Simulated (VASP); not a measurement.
# Mg (I4/mmm) in VASP: notebook

Runs on Mg. Level: PBEsol. Tasks: single point.

Everything below comes from runs of VASP 6.6.1. Logs are shortened: lines on timing, memory, paths and dates and some standing lists are left out, and cuts for length are marked.

## (1) The cell of the first run

The structure is tetragonal, space group I4/mmm (No. 139). The conventional cell has a = 3.474 Å, b = 3.474 Å, c = 3.668 Å, α = 90.00°, β = 90.00°, γ = 90.00°. Mg (site symmetry 4/mmm) has 14 Mg at 3.07 to 3.67 Å within 4.0 Å.

## (2) Single point, PBEsol

INCAR reads:

```
SYSTEM = Mg
PREC = Accurate
ENCUT = 520
EDIFF = 1E-6
ISMEAR = 0
SIGMA = 0.15
LREAL = .FALSE.
LASPH = .TRUE.
NELM = 60
ALGO = Normal
ISIF = 2
LWAVE = .FALSE.
LCHARG = .FALSE.
GGA = PS
NBANDS = 7
```

KPOINTS reads:

```
regular mesh
0
G
  18 18 18
  0 0 0
```

POSCAR reads:

```
Mg
1.0
   -1.7369500000      1.7369500000      1.8339000000
    1.7369500000     -1.7369500000      1.8339000000
    1.7369500000      1.7369500000     -1.8339000000
Mg
1
Direct
    0.0000000000      0.0000000000      0.0000000000
```

Potentials or basis: VASP PAW PBE potentials, release 64 (Mg).

Started as:

```console
> cat potpaw_PBE.64/Mg/POTCAR > POTCAR
> mpirun -np 1 vasp_std > vasp.out
```

OUTCAR:

```text
SYSTEM = Mg
   PREC = Accurate
   ENCUT = 520
   EDIFF = 1E-6
   ISMEAR = 0
   LREAL = .FALSE.
   LASPH = .TRUE.
   NELM = 60
   ISIF = 2
   GGA = PS

 ion  position               nearest neighbor table
   1  0.000  0.000  0.000-

  LATTYP: Found a body centered tetragonal cell.
 ALAT       =     3.4739000000
 C/A-ratio  =     1.0558162296

  Lattice vectors:

 A1 = (  -1.7369500000,   1.7369500000,   1.8339000000)
 A2 = (   1.7369500000,  -1.7369500000,   1.8339000000)
 A3 = (   1.7369500000,   1.7369500000,  -1.8339000000)

Analysis of symmetry for initial positions (statically):
=====================================================================
 Subroutine PRICEL returns:
 Original cell was already a primitive cell.

 Routine SETGRP: Setting up the symmetry group for a
 body centered tetragonal supercell.

 Subroutine GETGRP returns: Found 16 space group operations
 (whereof 16 operations were pure point group operations)
 out of a pool of 16 trial point group operations.

The static configuration has the point symmetry D_4h.

Analysis of symmetry for dynamics (positions and initial velocities):
=====================================================================
 Subroutine PRICEL returns:
 Original cell was already a primitive cell.

 Routine SETGRP: Setting up the symmetry group for a
 body centered tetragonal supercell.

 Subroutine GETGRP returns: Found 16 space group operations
 (whereof 16 operations were pure point group operations)
 out of a pool of 16 trial point group operations.

The dynamic configuration has the point symmetry D_4h.

 Subroutine INISYM returns: Found 16 space group operations
 (whereof 16 operations are pure point group operations),
 and found     1 'primitive' translations

----------------------------------------------------------------------------------------

                                     Primitive cell

  volume of cell :      22.1315

  direct lattice vectors                    reciprocal lattice vectors
    -1.736950000  1.736950000  1.833900000     0.000000000  0.287860906  0.272643001
     1.736950000 -1.736950000  1.833900000     0.287860906  0.000000000  0.272643001
     1.736950000  1.736950000 -1.833900000     0.287860906  0.287860906  0.000000000

  length of vectors
     3.065481987  3.065481987  3.065481987     0.396482165  0.396482165  0.407096797

  position of ions in fractional coordinates (direct lattice)
[... 77 lines left out ...]
   EDIFF  = 0.1E-05   stopping-criterion for ELM
   LREAL  =      F    real-space projection
   EDIFFG = 0.1E-04   stopping-criterion for IOM
   NSW    =      0    number of steps for IOM
   IBRION =     -1    ionic relax: 0-MD 1-quasi-New 2-CG
   NFREE  =      0    steps in history (QN), initial steepest desc. (CG)
   ISIF   =      2    stress and relaxation
   ISYM   =      2    0-nonsym 1-usesym 2-fastsym
   POTIM  = 0.5000    time-step for ionic-motion
   TEBEG  =    0.0;   TEEND  =   0.0 temperature during run
   PSTRESS=    0.0 pullay stress
   NELECT =       2.0000    total number of electrons
   NUPDOWN=      -1.0000    fix difference up-down
   EMIN   =  10.00;   EMAX   =-10.00  energy-range for DOS
   EFERMI =   0.00;   METHOD = LEGACY
   ISMEAR =     0;   SIGMA  =   0.15  broadening in eV -4-tet -1-fermi 0-gaus
   EFERMI_NEDOS =   21; number of points for ismear=-14 and -15
   IALGO  =     38    algorithm
   IMIX   =      4    mixing-type and parameters
     AMIX     =   0.40;   BMIX     =  1.00
     AMIX_MAG =   1.60;   BMIX_MAG =  1.00
  volume/ion in A,a.u.               =      22.13       149.35
  Fermi-wavevector in a.u.,A,eV,Ry     =   0.734652  1.388290  7.343240  0.539713
  Thomas-Fermi vector in A             =   1.827657
   LORBIT       =      0    0 simple, 1 ext, 2 COOP (PROOUT), +10 PAW based schemes
   GGA     = PS    functional components
   LHFCALC =     F    Hartree Fock is set to
   AEXX    =    0.0000 exact exchange contribution
   IVDW    =     0    specifies the selected vdW correction
   LEPSILON=     F    determine dielectric tensor
   LRPA    =     F    only Hartree local field effects (RPA)
 non-spin polarized calculation
 Gauss-broadening in eV      SIGMA  =   0.15
  energy-cutoff  :      520.00
  volume of cell :       22.13
 maximum number of plane-waves:       614
   NGX = 11   NGY = 11   NGZ = 11

 number of electron       2.0000000 magnetization

 Free energy of the ion-electron system (eV)
  ---------------------------------------------------
  ext. energy  EPLUGINS =         0.00000000
  ---------------------------------------------------
  free energy    TOTEN  =        -1.69793308 eV

  energy without entropy =       -1.69368944  energy(sigma->0) =       -1.69581126

 E-fermi :   2.8111     XC(G=0):  -8.6521

 val. band max:        2.7839813604   @ k =  -0.2222  -0.4444   0.0556
 cond. band min:       2.8194233353   @ k =  -0.1667  -0.4444   0.1111
 fundamental gap:      0.0354419749
 Fermi energy:         2.8111054559

 k-point     1 :       0.0000    0.0000    0.0000
  band No.  band energies     occupation
      1      -4.3003      2.00000
      2      15.7211      0.00000
      3      15.7211      0.00000
      4      16.7955      0.00000
      5      17.5191      0.00000
      6      18.0498      0.00000
      7      18.3268      0.00000
[... 221 lines left out ...]
 k-point    24 :      -0.2222    0.0556   -0.0000
  band No.  band energies     occupation
      1      -3.3370      2.00000
      2      10.1448      0.00000
      3      13.2047      0.00000
      4      13.9348      0.00000
      5      16.1729      0.00000
      6      16.4044      0.00000
      7      18.2854      0.00000

 [... further k-points ...]

------------------------ aborting loop because EDIFF is reached ----------------------------------------

  FORCE on cell =-STRESS in cart. coord.  units (eV):
  Direction    XX          YY          ZZ          XY          YZ          ZX
  --------------------------------------------------------------------------------------
  -------------------------------------------------------------------------------------
  Total        0.0631246      0.0631246      0.1004500      0.0000000      0.0000000      0.0000000
  in kB        4.5698189      4.5698189      7.2719394      0.0000000      0.0000000      0.0000000
  external PRESSURE =       5.4705257 kB  Pullay stress =       0.0000000 kB

 VOLUME and BASIS-vectors are now :
 -----------------------------------------------------------------------------
  energy-cutoff  :      520.00
  volume of cell :       22.13
      direct lattice vectors                 reciprocal lattice vectors
    -1.736950000  1.736950000  1.833900000     0.000000000  0.287860906  0.272643001
     1.736950000 -1.736950000  1.833900000     0.287860906  0.000000000  0.272643001
     1.736950000  1.736950000 -1.833900000     0.287860906  0.287860906  0.000000000

 POSITION                                       TOTAL-FORCE (eV/Angst)
 -----------------------------------------------------------------------------------
      0.00000      0.00000      0.00000         0.000000      0.000000      0.000000
 -----------------------------------------------------------------------------------
    total drift:                                0.000000      0.000000      0.000000

  FREE ENERGIE OF THE ION-ELECTRON SYSTEM (eV)
  ---------------------------------------------------
  free  energy   TOTEN  =        -1.6979330810 eV

  energy  without entropy=       -1.6936894444  energy(sigma->0) =       -1.69581126
```

OSZICAR:

```text
N       E                     dE             d eps       ncg     rms          rms(c)
DAV:   1    -0.101421381855E+01   -0.10142E+01   -0.76267E+02  7287   0.192E+02
DAV:   2    -0.170672735812E+01   -0.69251E+00   -0.66381E+00  8743   0.114E+01
DAV:   3    -0.170951643590E+01   -0.27891E-02   -0.27882E-02  8400   0.814E-01
DAV:   4    -0.170952234810E+01   -0.59122E-05   -0.59121E-05  9597   0.277E-02
DAV:   5    -0.170952236645E+01   -0.18350E-07   -0.18662E-07  8652   0.104E-03    0.680E-01
DAV:   6    -0.170333266759E+01    0.61897E-02   -0.32466E-04  7581   0.101E-01    0.433E-01
DAV:   7    -0.169792873939E+01    0.54039E-02   -0.14133E-03  7049   0.185E-01    0.227E-02
DAV:   8    -0.169793299892E+01   -0.42595E-05   -0.11452E-05 10024   0.198E-02    0.528E-03
DAV:   9    -0.169793308099E+01   -0.82067E-07   -0.53988E-07  7084   0.284E-03
   1 F= -.16979331E+01 E0= -.16958113E+01  d E =-.424364E-02
```

stdout:

```text
POSCAR found type information on POSCAR Mg
 POSCAR found :  1 types and       1 ions
 scaLAPACK will be used
 -----------------------------------------------------------------------------
|                                                                             |
|                                                                             |
|     You enforced a specific xc type in the INCAR file but a different       |
|     I HOPE YOU KNOW WHAT YOU ARE DOING!                                     |
|                                                                             |
 -----------------------------------------------------------------------------

 LDA part: xc-table for (Slater+PW92), standard interpolation
 POSCAR, INCAR and KPOINTS ok, starting setup
 FFT: planning ... GRIDC
 FFT: planning ... GRID_SOFT
 FFT: planning ... GRID
 WAVECAR not read
 entering main loop
```

It took 25 s on 1 thread of AMD EPYC 9R45 (Zen 5), shared host; peak memory 0.17 GiB.

What came out:

| Property | Result |
| --- | --- |
| Free energy | -1.6979 eV |
| Pressure | 0.5 GPa |
| Band gap on the k mesh | zero (bands 1 and 2 overlap by 4.16 eV) |

Stress tensor (GPa, compression positive):
```
0.46 0.00 0.00
0.00 0.46 0.00
0.00 0.00 0.73
```

Caveat: the PAW data sets were made with another functional, which shifts forces and pressure a little.

## (3) Single point, PBEsol

This run uses another cell than the first one, of 22.37 Å³/atom.

INCAR reads:

```
PREC = Accurate
ENCUT = 520
EDIFF = 1E-6
ISMEAR = 0
SIGMA = 0.15
LREAL = F
LASPH = T
NELM = 100
ALGO = Fast
ISIF = 2
LWAVE = F
LCHARG = F
GGA = PS
NBANDS = 7
```

KPOINTS reads:

```
Automatic mesh
0
Gamma
  18 18 18
```

POSCAR reads:

```
Mg
1.0
   -1.7794500000      1.7794500000      1.7659500000
    1.7794500000     -1.7794500000      1.7659500000
    1.7794500000      1.7794500000     -1.7659500000
Mg
1
Direct
    0.0000000000      0.0000000000      0.0000000000
```

Potentials or basis: VASP PAW PBE potentials, release 64 (Mg).

Started as:

```console
> cat potpaw_PBE.64/Mg/POTCAR > POTCAR
> mpirun -np 1 vasp_std > vasp.out
```

Wall time 26 s (1 thread of AMD EPYC 9R45 (Zen 5), shared host); peak memory 0.17 GiB.

The run converged. Its results:

| Property | Result |
| --- | --- |
| Free energy | -1.6976 eV |
| Pressure | 0.1 GPa |
| Band gap on the k mesh | zero (bands 1 and 2 overlap by 4.81 eV) |

Levels at points of the mesh, in eV from the Fermi level:
| k point | band 1 | band 2 | band 3 | band 4 | band 5 |
| --- | --- | --- | --- | --- | --- |
| (0.00, 0.00, 0.00) | -7.07 | 13.06 | 13.21 | 13.21 | 15.12 |
| (0.50, 0.00, 0.00) | -1.53 | -0.90 | 8.65 | 9.46 | 10.30 |
| (0.50, 0.50, 0.00) | -1.56 | -0.95 | 8.79 | 9.59 | 10.45 |
| (0.50, 0.50, 0.50) | 3.85 | 3.85 | 3.96 | 4.03 | 4.03 |

Caveat: the PAW data sets were made with another functional, which shifts forces and pressure a little.

The gap in the log of VASP goes by the Fermi energy; the results here count the filled bands.